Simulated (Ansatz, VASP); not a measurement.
**One calculation of Rh, two programs**

File INCAR:

```
ALGO     = Normal         # electronic algorithm
EDIFF    = 1E-6           # SCF threshold, eV
ENCUT    = 500            # plane-wave cutoff, eV
GGA      = PS             # functional
GGA_COMPAT= F            
ISIF     = 2              # what is computed and relaxed
ISMEAR   = 0              # smearing method
LASPH    = T              # aspherical terms in the spheres
LCHARG   = T              # write CHGCAR
LELF     = T              # ELF
LREAL    = F              # projectors in reciprocal space
LVHAR    = T            
LWAVE    = F              # write WAVECAR
NBANDS   = 22             # bands
NELM     = 120            # most SCF steps
PREC     = Accurate       # precision mode
SIGMA    = 0.15           # smearing width, eV
```

File KPOINTS:

```
k-points
0
Gamma
  18 18 12
```

POSCAR

```
Rh
1.0
    2.6900143566      0.0000000000      0.0000000000
   -1.3450071783      2.3296207694      0.0000000000
    0.0000000000      0.0000000000      4.4284890000
Rh
2
Direct
    0.6666666667      0.3333333333      0.7500000000
    0.3333333333      0.6666666667      0.2500000000
```

Input for Ansatz:

```yaml
crystal:
  lattice:
    - [2.6900143566, 0.0, 0.0]
    - [-1.3450071783, 2.3296207694, 0.0]
    - [0.0, 0.0, 4.428489]
  atoms:
    - { symbol: Rh, position: [0.6666666667, 0.3333333333, 0.75] }
    - { symbol: Rh, position: [0.3333333333, 0.6666666667, 0.25] }
basis:
  ecutwfc: 420
kpoints:
  mp_grid: { grid: [18, 18, 12] }
hamiltonian:
  xc: pbesol
scf:
  occupations: { method: gaussian, width: 0.15 }
output:
  forces: true
  stress: true
  eigenvalues: true
  write_density: true
  write_potential: true
  elf: true
  volumetric_format: npy
```

Change from the starting cell: strain -0.015 along x and y, +0.000 along z, atoms carried along.

Alike in both runs: task single point; functional PBEsol; k mesh 18 × 18 × 12; occupations gaussian, width 0.15 eV; no spin polarisation.

|  | VASP | Ansatz |
| --- | --- | --- |
| version | VASP 6.6.1 | Ansatz 0.2.0 |
| potentials or method | VASP PAW PBE potentials, release 64 (Rh_pv), cutoff 500 eV | scalar-relativistic, plane waves, PAW |
| valence electrons in the cell | 30 | 34 |

```tsv
	VASP	Ansatz	Ansatz less VASP
gap on the k mesh at the Fermi level (eV)	none	none	-
pressure (GPa)	-6.4	-6.4	+0.01
traceless stress, the component that is largest in VASP (GPa)	-3.77	-3.78	-0.008
```

VASP's potentials were made for PBE, not for PBEsol. A gap of «none» marks a metal or a gap that the smearing closes. With one functional, cell and mesh, what is left measures potentials, basis and numerics. VASP's potentials hold 30 valence electrons a cell and Ansatz's 34, so a difference there can come from the potentials and not from the codes.
